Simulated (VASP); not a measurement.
Set up this calculation in VASP 6.6.1, as the native input.

* Task: single point
* Functional: HF
* Potentials or basis: VASP PAW PBE potentials, release 64 (Pb_d, O)
* Cutoff: 520 eV
* k mesh: 4 × 4 × 3
* Occupations: fermi-dirac, width 0.05 eV
* Spin: no spin polarisation
* Dipole correction: no
* Grid for exact exchange (PRECFOCK): Normal
* Further INCAR settings: ALGO = Normal; EDIFF = 1e-06; NBANDS = 28
* Share of exact exchange: 1

The system is PbO.

```
Pb O
1.0
     3.99000    0.00000    0.00000
     0.00000    3.99000    0.00000
     0.00000    0.00000    5.01000
Pb O
2 2
Direct
  0.50000 0.00000 0.76000
  0.00000 0.50000 0.24000
  0.50000 0.50000 0.00000
  0.00000 0.00000 0.00000
```

The input as run:

POSCAR

```
PbO
1.0
    3.9900000000      0.0000000000      0.0000000000
    0.0000000000      3.9900000000      0.0000000000
    0.0000000000      0.0000000000      5.0100000000
Pb O
2 2
Direct
    0.5000000000      0.0000000000      0.7600000000
    0.0000000000      0.5000000000      0.2400000000
    0.5000000000      0.5000000000      0.0000000000
    0.0000000000      0.0000000000      0.0000000000
```

INCAR.step1

```
PREC = Accurate ; ENCUT = 520
EDIFF = 1E-5 ; ISMEAR = -1
SIGMA = 0.05 ; LREAL = False
LASPH = True ; NELM = 120
ALGO = Normal ; ISIF = 2
LWAVE = True ; LCHARG = False
GGA = PE ; NBANDS = 28
GGA_COMPAT = False
```

INCAR.step2

```
PREC = Accurate ; ENCUT = 520
EDIFF = 1E-6 ; ISMEAR = -1
SIGMA = 0.05 ; LREAL = False
LASPH = True ; NELM = 120
ALGO = Normal ; ISIF = 2
LWAVE = False ; LCHARG = False
GGA = PE ; LHFCALC = True
AEXX = 1.0 ; ALDAC = 0.0
AGGAC = 0.0 ; PRECFOCK = Normal
ISTART = 1 ; NBANDS = 28
GGA_COMPAT = False
```

KPOINTS

```
Automatic mesh
0
Gamma
  4 4 3
```

Potentials or basis: VASP PAW PBE potentials, release 64 (Pb_d, O).

Launch:

```sh
$ cat potpaw_PBE.64/Pb_d/POTCAR potpaw_PBE.64/O/POTCAR > POTCAR
$ cp INCAR.step1 INCAR
$ mpirun -np 1 vasp_std > vasp.out
$ cp INCAR.step2 INCAR
$ mpirun -np 1 vasp_std > vasp.out
```

Results of the run:

```json
{
 "Pressure": "-0.8 GPa",
 "Largest force": "1.186 eV/Å",
 "Band gap on the k mesh": "7.08 eV (least direct gap 9.36 eV)"
}
```

Caveat: the PAW data sets were made with another functional, which shifts forces and pressure a little; spin-orbit coupling is left out, which moves the levels of the heavy elements.

It took 91 min on 1 thread of Oxide Virtual Turin-like Processor, with other jobs on the host, peak memory 0.19 GiB.
